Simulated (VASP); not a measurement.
## TiO2: single point with PBE+D3(BJ)

**Measured values to compare with.**

“Shallow Valence Band of Rutile GeO2 and P-type Doping”, 2020, arxiv:2011.08928 quotes, for a bulk crystal of TiO2 at 1.6 K: band gap 3.03 eV (direct).

Crystal: TiO2.

```
CELL_PARAMETERS angstrom
4.60816 0.00000 0.00000
0.00000 4.60816 0.00000
0.00000 0.00000 2.95426
ATOMIC_POSITIONS crystal
Ti 0.00000 0.00000 0.00000
Ti 0.50000 0.50000 0.50000
O 0.30438 0.30438 0.00000
O 0.19562 0.80438 0.50000
O 0.69562 0.69562 0.00000
O 0.80438 0.19562 0.50000
```

* Program: VASP 6.6.1
* Task: single point
* Functional: PBE
* Dispersion: D3(BJ)
* Potentials or basis: VASP PAW PBE potentials, release 64 (Ti_sv, O)
* Cutoff: 520 eV
* k mesh: 6 × 6 × 10
* Occupations: gaussian, width 0.02 eV
* Spin: no spin polarisation
* Dipole correction: no
* Further INCAR settings: ALGO = Normal; EDIFF = 1e-07; NBANDS = 33

```
Pressure                   : 0.7 GPa
Largest force              : 0.026 eV/Å
Band gap on the k mesh     : 1.84 eV
Dispersion energy per atom : -0.247 eV
```

Forces on the atoms (eV/Å):
```
Ti   0.000  0.000  0.000
Ti   0.000  0.000  0.000
O   -0.018 -0.018  0.000
O    0.018 -0.018  0.000
O    0.018  0.018  0.000
O   -0.018  0.018  0.000
```

Stress tensor (GPa, compression positive):
```
0.58 0.00 0.00
0.00 0.58 0.00
0.00 0.00 0.89
```

Levels at points of the mesh, in eV from the valence-band top:
```csv
k point,band 20,band 21,band 22,band 23,band 24,band 25,band 26,band 27,band 28,band 29
"(0.00, 0.00, 0.00)",-1.95,-0.69,-0.45,-0.45,0.00,1.84,2.13,2.39,2.48,2.48
"(0.50, 0.00, 0.00)",-3.05,-1.62,-1.62,-0.74,-0.74,2.50,2.50,3.00,3.00,3.54
"(0.50, 0.50, 0.00)",-2.18,-1.29,-1.29,-1.07,-1.07,1.88,1.88,2.51,2.51,3.81
"(0.00, 0.00, 0.50)",-2.77,-2.34,-2.34,-1.42,-1.42,2.94,2.94,3.17,3.17,3.63
"(0.50, 0.00, 0.50)",-2.37,-2.03,-2.03,-1.03,-1.03,1.89,1.89,3.19,3.19,3.87
"(0.50, 0.50, 0.50)",-2.75,-1.28,-1.28,-0.67,-0.67,2.58,2.58,3.18,3.18,3.22
```

Wall time 3.1 min on 1 thread of Intel Xeon 8259CL, on a shared host, peak memory 0.25 GiB.

A measured gap of TiO2 is 3.03 eV (direct; 1.6 K; quoted in “Shallow Valence Band of Rutile GeO2 and P-type Doping”, 2020, arxiv:2011.08928); the calculated 1.84 eV misses it by -1.19 eV. 2 values of this kind are on record in papers (3.03 to 3.05 eV); this one was drawn at random among those near their median. The value is that of PBE+D3(BJ) on a finite k mesh, which can miss the band edges, without temperature or zero-point motion. Semilocal functionals fall short of measured gaps as a rule.
